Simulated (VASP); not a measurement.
# LiCl (Fm-3m) in VASP: notebook, part 2 of 2

VASP 6.6.1.

### Step 3. Single point, PBEsol

Input file INCAR:

```
  PREC = Accurate
  ENCUT = 520
  EDIFF = 1E-6
  ISMEAR = 0
  SIGMA = 0.01
  LREAL = False
  LASPH = True
  NELM = 80
  ALGO = Normal
  ISIF = 2
  LWAVE = False
  LCHARG = False
  GGA = PS
  NBANDS = 12
```

Input file KPOINTS:

```
Automatic mesh
0
Gamma
  8 8 8
```

Input file POSCAR:

```
LiCl
1.0
    0.0000000000      2.5321529989      2.5321529989
    2.5321529989      0.0000000000      2.5321529989
    2.5321529989      2.5321529989      0.0000000000
Li Cl
1 1
Direct
    0.0000000000      0.0000000000      0.0000000000
    0.5000000000      0.5000000000      0.5000000000
```

Potentials or basis: VASP PAW PBE potentials, release 64 (Li_sv, Cl).

On the command line:

```sh
> cat potpaw_PBE.64/Li_sv/POTCAR potpaw_PBE.64/Cl/POTCAR > POTCAR
> mpirun -np 1 vasp_std > vasp.out
```

OUTCAR:

```text
PREC = Accurate
   ENCUT = 520
   EDIFF = 1E-6
   ISMEAR = 0
   LREAL = False
   LASPH = True
   NELM = 80
   ISIF = 2
   GGA = PS

 ion  position               nearest neighbor table
   1  0.000  0.000  0.000-   2 2.53   2 2.53   2 2.53   2 2.53   2 2.53   2 2.53
   2  0.500  0.500  0.500-   1 2.53   1 2.53   1 2.53   1 2.53   1 2.53   1 2.53

  LATTYP: Found a face centered cubic cell.
 ALAT       =     5.0643059978

  Lattice vectors:

 A1 = (   0.0000000000,   2.5321529989,   2.5321529989)
 A2 = (   2.5321529989,   0.0000000000,   2.5321529989)
 A3 = (   2.5321529989,   2.5321529989,   0.0000000000)

Analysis of symmetry for initial positions (statically):
=====================================================================
 Subroutine PRICEL returns:
 Original cell was already a primitive cell.

 Routine SETGRP: Setting up the symmetry group for a
 face centered cubic supercell.

 Subroutine GETGRP returns: Found 48 space group operations
 (whereof 48 operations were pure point group operations)
 out of a pool of 48 trial point group operations.

The static configuration has the point symmetry O_h .

Analysis of symmetry for dynamics (positions and initial velocities):
=====================================================================
 Subroutine PRICEL returns:
 Original cell was already a primitive cell.

 Routine SETGRP: Setting up the symmetry group for a
 face centered cubic supercell.

 Subroutine GETGRP returns: Found 48 space group operations
 (whereof 48 operations were pure point group operations)
 out of a pool of 48 trial point group operations.

The dynamic configuration has the point symmetry O_h .

 Subroutine INISYM returns: Found 48 space group operations
 (whereof 48 operations are pure point group operations),
 and found     1 'primitive' translations

----------------------------------------------------------------------------------------

                                     Primitive cell

  volume of cell :      32.4713

  direct lattice vectors                    reciprocal lattice vectors
[... 114 lines left out ...]
   AEXX    =    0.0000 exact exchange contribution
   IVDW    =     0    specifies the selected vdW correction
   LEPSILON=     F    determine dielectric tensor
   LRPA    =     F    only Hartree local field effects (RPA)
 non-spin polarized calculation
 Gauss-broadening in eV      SIGMA  =   0.01
  energy-cutoff  :      520.00
  volume of cell :       32.47
 maximum number of plane-waves:       893
   NGX = 13   NGY = 13   NGZ = 13

 number of electron      10.0000000 magnetization

 number of electron       9.9999997 magnetization

 Free energy of the ion-electron system (eV)
  ---------------------------------------------------
  ext. energy  EPLUGINS =         0.00000000
  ---------------------------------------------------
  free energy    TOTEN  =        -7.63913807 eV

  energy without entropy =       -7.63913807  energy(sigma->0) =       -7.63913807

 E-fermi :   0.9584     XC(G=0):  -9.0785

 val. band max:        0.8300089352   @ k =   0.0000   0.0000   0.0000
 cond. band min:       7.1896764226   @ k =   0.0000   0.0000   0.0000
 fundamental gap:      6.3596674874
 Fermi energy:         0.9583752077

 k-point     1 :       0.0000    0.0000    0.0000
  band No.  band energies     occupation
      1     -41.9228      2.00000
      2     -12.7032      2.00000
      3       0.8300      2.00000
      4       0.8300      2.00000
      5       0.8300      2.00000
      6       7.1897      0.00000
      7      12.6722      0.00000
      8      12.6722      0.00000
      9      12.6722      0.00000
     10      15.4681      0.00000
     11      15.4681      0.00000
     12      15.5197      0.00000
[... 331 lines left out ...]
 k-point    24 :      -0.3750    0.2500    0.1250
  band No.  band energies     occupation
      1     -41.9184      2.00000
      2     -11.9386      2.00000
      3      -1.9215      2.00000
      4      -0.5989      2.00000
      5       0.1977      2.00000
      6       8.9515      0.00000
      7      10.1040      0.00000
      8      11.3636      0.00000
      9      12.6953      0.00000
     10      16.4313      0.00000
     11      17.1198      0.00000
     12      19.2345      0.00000

 [... further k-points ...]
[... 5 lines left out ...]
  --------------------------------------------------------------------------------------
  -------------------------------------------------------------------------------------
  Total       -0.0149277     -0.0149277     -0.0149277      0.0000000     -0.0000000      0.0000000
  in kB       -0.7365545     -0.7365545     -0.7365545      0.0000000     -0.0000000      0.0000000
  external PRESSURE =      -0.7365545 kB  Pullay stress =       0.0000000 kB

 VOLUME and BASIS-vectors are now :
 -----------------------------------------------------------------------------
  energy-cutoff  :      520.00
  volume of cell :       32.47
      direct lattice vectors                 reciprocal lattice vectors
     0.000000000  2.532152999  2.532152999    -0.197460422  0.197460422  0.197460422
     2.532152999  0.000000000  2.532152999     0.197460422 -0.197460422  0.197460422
     2.532152999  2.532152999  0.000000000     0.197460422  0.197460422 -0.197460422

 POSITION                                       TOTAL-FORCE (eV/Angst)
 -----------------------------------------------------------------------------------
      0.00000      0.00000      0.00000        -0.000000     -0.000000     -0.000000
      2.53215      2.53215      2.53215         0.000000      0.000000      0.000000
 -----------------------------------------------------------------------------------
    total drift:                                0.000000      0.000000      0.000000

  FREE ENERGIE OF THE ION-ELECTRON SYSTEM (eV)
  ---------------------------------------------------
  free  energy   TOTEN  =        -7.6391380720 eV

  energy  without entropy=       -7.6391380720  energy(sigma->0) =       -7.63913807
```

OSZICAR:

```text
N       E                     dE             d eps       ncg     rms          rms(c)
DAV:   1     0.385383869600E+02    0.38538E+02   -0.41514E+03   696   0.770E+02
DAV:   2    -0.545354991889E+01   -0.43992E+02   -0.41752E+02   868   0.144E+02
DAV:   3    -0.762879639773E+01   -0.21752E+01   -0.21679E+01   912   0.329E+01
DAV:   4    -0.769056737755E+01   -0.61771E-01   -0.61732E-01   944   0.540E+00
DAV:   5    -0.769138388060E+01   -0.81650E-03   -0.81647E-03   924   0.555E-01    0.234E+00
DAV:   6    -0.763859221736E+01    0.52792E-01   -0.10124E-01   884   0.149E+00    0.158E+00
DAV:   7    -0.763737062783E+01    0.12216E-02   -0.32783E-02  1076   0.967E-01    0.756E-01
DAV:   8    -0.763912480608E+01   -0.17542E-02   -0.32425E-03   868   0.401E-01    0.105E-01
DAV:   9    -0.763911388702E+01    0.10919E-04   -0.13021E-04   876   0.794E-02    0.348E-02
DAV:  10    -0.763913733594E+01   -0.23449E-04   -0.41028E-05   828   0.449E-02    0.259E-02
DAV:  11    -0.763913807199E+01   -0.73606E-06   -0.50265E-06   856   0.144E-02
   1 F= -.76391381E+01 E0= -.76391381E+01  d E =-.904833E-76
```

Wall time 5.2 s (1 thread of Intel Xeon 6975P-C (Granite Rapids), shared host); peak memory 0.14 GiB.

What came out:

| Property | Result |
| --- | --- |
| Free energy | -7.6391 eV |
| Band gap on the k mesh | 6.36 eV, direct |

Caveat: the cutoff is under 1.25 times the usual one of these potentials, so pressure, stress and relaxed cells hold a basis-set (Pulay) error; the PAW data sets were made with another functional, which shifts forces and pressure a little.

### Step 4. Relaxation of cell and atoms, PBEsol

Input file INCAR:

```
PREC = Accurate
ENCUT = 600
EDIFF = 1E-6
ISMEAR = 0
SIGMA = 0.01
LREAL = F
LASPH = T
NELM = 60
ALGO = Normal
ISIF = 3
LWAVE = F
LCHARG = F
GGA = PS
IBRION = 2
NSW = 80
EDIFFG = -0.001
```

Input file KPOINTS:

```
regular mesh
0
Gamma
  8 8 8
```

Input file POSCAR:

```
LiCl
1.0
    0.0000000000      2.5314108948      2.5314108948
    2.5314108948      0.0000000000      2.5314108948
    2.5314108948      2.5314108948      0.0000000000
Li Cl
1 1
Direct
    0.0000000000      0.0000000000      0.0000000000
    0.5000000000      0.5000000000      0.5000000000
```

On the command line:

```sh
> cat potpaw_PBE.64/Li_sv/POTCAR potpaw_PBE.64/Cl/POTCAR > POTCAR
> mpirun -np 1 vasp_std > vasp.out
```

Wall time 14 s (1 thread of Intel Xeon 6975P-C (Granite Rapids), shared host); peak memory 0.16 GiB.

It converged, with:

```yaml
Free_energy: -7.6395 eV
Relaxed_volume: 16.21 Å³/atom
Relaxed_cell: a = 3.579 Å, b = 3.579 Å, c = 3.579 Å, α = 60.00°, β = 60.00°, γ = 60.00°
Space_group_after_relaxing_to_0.05_Å: Fm-3m (No. 225)
Energy_gained_by_relaxing: 0.0 meV/atom
Ionic_steps: 5
Pressure_after_relaxing: 0.0 GPa
Band_gap_on_the_k_mesh: 6.37 eV, direct
```

Final structure:
```
Li Cl
1.0
     0.00000    2.53061    2.53061
     2.53061    0.00000    2.53061
     2.53061    2.53061    0.00000
Li Cl
1 1
Direct
  0.00000 0.00000 0.00000
  0.50000 0.50000 0.50000
```

Levels at points of the mesh, in eV from the valence-band top:
```
           k point  band 2  band 3  band 4  band 5  band 6  band 7  band 8  band 9
(0.00, 0.00, 0.00)  -13.54    0.00    0.00    0.00    6.37   11.84   11.84   11.84
(0.50, 0.00, 0.00)  -12.90   -3.04   -0.28   -0.28    6.60    9.41    9.41   13.24
(0.50, 0.50, 0.00)  -12.62   -3.15   -1.20   -1.20    7.86    8.03   12.62   14.30
```

Caveat: the cutoff is under 1.25 times the usual one of these potentials, so pressure, stress and relaxed cells hold a basis-set (Pulay) error; the PAW data sets were made with another functional, which shifts forces and pressure a little. A k mesh can miss the band edges.

### Step 5. Relaxation of cell and atoms, PBEsol, target pressure 30 GPa, at which the enthalpy is minimised

Input file INCAR:

```
PREC     = Accurate       # precision mode
ENCUT    = 600            # plane-wave cutoff, eV
EDIFF    = 1E-7           # SCF threshold, eV
ISMEAR   = 0              # smearing method
SIGMA    = 0.01           # smearing width, eV
LREAL    = F              # projectors in reciprocal space
LASPH    = T              # aspherical terms in the spheres
NELM     = 100            # most SCF steps
ALGO     = Normal         # electronic algorithm
ISIF     = 3              # what is computed and relaxed
LWAVE    = F              # write WAVECAR
LCHARG   = F              # write CHGCAR
GGA      = PS             # functional
IBRION   = 2              # ionic algorithm
NSW      = 80             # ionic steps
EDIFFG   = -0.001         # ionic threshold
PSTRESS  = 300.0
```

KPOINTS is that of step 4.

Input file POSCAR:

```
LiCl
1.0
    0.0000000000      2.5321529989      2.5321529989
    2.5321529989      0.0000000000      2.5321529989
    2.5321529989      2.5321529989      0.0000000000
Li Cl
1 1
Direct
    0.0000000000      0.0000000000      0.0000000000
    0.5000000000      0.5000000000      0.5000000000
```

On the command line:

```sh
> cat potpaw_PBE.64/Li_sv/POTCAR potpaw_PBE.64/Cl/POTCAR > POTCAR
> mpirun -np 1 vasp_std > vasp.out
```

It took 52 s on 1 thread of Intel Xeon 6975P-C (Granite Rapids), shared host; peak memory 0.16 GiB.

It converged, with:

- Free energy: -6.9617 eV
- Relaxed volume: 11.14 Å³/atom
- Relaxed cell: a = 3.158 Å, b = 3.158 Å, c = 3.158 Å, α = 60.00°, β = 60.00°, γ = 60.00°
- Space group after relaxing (to 0.05 Å): Fm-3m (No. 225)
- Energy change on relaxing (the enthalpy is what falls): +338.9 meV/atom
- Ionic steps: 16
- Pressure after relaxing: 30.0 GPa
- Band gap on the k mesh: 6.86 eV, indirect (least direct gap 7.38 eV)

Step by step:
| step | energy change (eV) | largest force (eV/Å) | pressure (GPa) | volume (Å³) |
| --- | --- | --- | --- | --- |
| 1 | 0.0000 | 0.0000 | -0.06 | 32.47 |
| 2 | 1.1807 | 0.0000 | 47.18 | 20.16 |
| 3 | 0.6818 | 0.0000 | 30.14 | 22.26 |
| 4 | 0.6486 | 0.0000 | 28.98 | 22.44 |
| 5 | 0.6496 | 0.0000 | 29.02 | 22.43 |
| 6 | 0.6524 | 0.0000 | 29.12 | 22.41 |
| 7 | 0.6524 | 0.0000 | 29.11 | 22.41 |
| 8 | 0.6526 | 0.0000 | 29.11 | 22.41 |
| 9 | 0.6528 | 0.0000 | 29.13 | 22.41 |
| 10 | 0.6533 | 0.0000 | 29.15 | 22.41 |
| 11 | 0.6543 | 0.0000 | 29.18 | 22.40 |
| 12 | 0.6562 | 0.0000 | 29.25 | 22.39 |
| 13 | 0.6602 | 0.0000 | 29.39 | 22.37 |
| 14 | 0.6681 | 0.0000 | 29.67 | 22.33 |
| 15 | 0.6842 | 0.0000 | 30.23 | 22.24 |
| 16 | 0.6777 | 0.0000 | 30.00 | 22.28 |

Final structure:
```
CELL_PARAMETERS angstrom
0.00000 2.23328 2.23328
2.23328 0.00000 2.23328
2.23328 2.23328 0.00000
ATOMIC_POSITIONS crystal
Li 0.00000 0.00000 0.00000
Cl 0.50000 0.50000 0.50000
```

Levels at points of the mesh, in eV from the valence-band top:
```tsv
k point	band 2	band 3	band 4	band 5	band 6	band 7	band 8	band 9
(0.00, 0.00, 0.00)	-15.46	0.00	0.00	0.00	9.39	11.85	11.85	11.85
(0.50, 0.00, 0.00)	-14.13	-5.04	-0.51	-0.51	6.86	9.15	9.15	17.64
(0.50, 0.50, 0.00)	-13.37	-5.50	-2.21	-2.21	6.97	8.57	16.51	17.46
```

Caveat: the cutoff is under 1.25 times the usual one of these potentials, so pressure, stress and relaxed cells hold a basis-set (Pulay) error; the cell is relaxed towards a set pressure, so the enthalpy falls and the energy may rise; the volume moved by over 15 % at a fixed basis, so the end points are rough; the PAW data sets were made with another functional, which shifts forces and pressure a little. A k mesh can miss the band edges.

### Step 6. Single point, PBEsol

This run uses another cell than the first one, of 16.87 Å³/atom, 1.040 times its volume.

Input file INCAR:

```
SYSTEM = LiCl
  ALGO = Normal
  EDIFF = 1E-6
  ENCUT = 750
  GGA = PS
  GGA_COMPAT = .FALSE.
  ISIF = 2
  ISMEAR = 0
  LASPH = .TRUE.
  LCHARG = .FALSE.
  LREAL = .FALSE.
  LWAVE = .FALSE.
  NBANDS = 12
  NELM = 120
  PREC = Accurate
  SIGMA = 0.1
```

Input file KPOINTS:

```
k-points
0
G
  6 6 6
  0 0 0
```

Input file POSCAR:

```
LiCl
1.0
    0.0000000000     -2.5647600000     -2.5647600000
    2.5647600000      0.0000000000     -2.5647600000
    2.5647600000     -2.5647600000      0.0000000000
Li Cl
1 1
Direct
    0.0000000000      0.0000000000      0.0000000000
    0.5000000000      0.5000000000      0.5000000000
```

Potentials or basis: VASP PAW PBE potentials, release 64 (Li_sv, Cl).

On the command line:

```sh
> cat potpaw_PBE.64/Li_sv/POTCAR potpaw_PBE.64/Cl/POTCAR > POTCAR
> mpirun -np 1 vasp_std > vasp.out
```

Run time: 6.9 s. Hardware: 1 thread of Intel Xeon Platinum 8259CL at 2.50GHz (Skylake/Cascade Lake), shared host; peak memory 0.17 GiB.

The run converged. Its results:

```
Free energy            : -7.6327 eV
Pressure               : -1.3 GPa
Band gap on the k mesh : 6.13 eV, direct
```

Levels at points of the mesh, in eV from the valence-band top:
```
           k point  band 2  band 3  band 4  band 5  band 6  band 7  band 8  band 9
(0.00, 0.00, 0.00)  -13.39    0.00    0.00    0.00    6.13   11.81   11.81   11.81
(0.50, 0.00, 0.00)  -12.81   -2.88   -0.26   -0.26    6.56    9.40    9.40   12.82
(0.50, 0.50, 0.00)  -12.56   -2.96   -1.12   -1.12    7.76    8.09   12.27   13.99
```

Caveat: the PAW data sets were made with another functional, which shifts forces and pressure a little. A k mesh can miss the band edges.

### Step 7. Overview

| task | cell | k mesh | cutoff (eV) | smearing | gap on the mesh (eV) | pressure (GPa) |
| --- | --- | --- | --- | --- | --- | --- |
| single point | a = 3.580 Å, angles 60.0°, 2 atoms | 8 × 8 × 8 | 520 | gaussian 0.02 eV | 6.37 | - |
| single point | a = 3.581 Å, angles 60.0°, 2 atoms | 8 × 8 × 8 | 520 | gaussian 0.01 eV | 6.36 | - |
| relaxation of cell and atoms | relaxed from a = 3.580 Å, angles 60.0°, 2 atoms | 8 × 8 × 8 | 600 | gaussian 0.01 eV | 6.37 | 0.0 |
| relaxation of cell and atoms | relaxed to 30 GPa from a = 3.581 Å, angles 60.0°, 2 atoms | 8 × 8 × 8 | 600 | gaussian 0.01 eV | 6.86 | 30.0 |
| single point | a = 3.627 Å, angles 60.0°, 2 atoms | 6 × 6 × 6 | 750 | gaussian 0.1 eV | 6.13 | -1.3 |

Alike in all rows: level PBEsol; potentials or basis VASP PAW PBE potentials, release 64 (Li_sv, Cl); no spin polarisation.

Caveats: the PAW data sets were made with another functional, which shifts forces and pressure a little; the cutoff is under 1.25 times the usual one of these potentials, so pressure, stress and relaxed cells hold a basis-set (Pulay) error (some runs); the cell is relaxed towards a set pressure, so the enthalpy falls and the energy may rise (some runs); the volume moved by over 15 % at a fixed basis, so the end points are rough (some runs).

Total energies depend on the potentials used, so only differences within one code and one set of settings carry meaning.
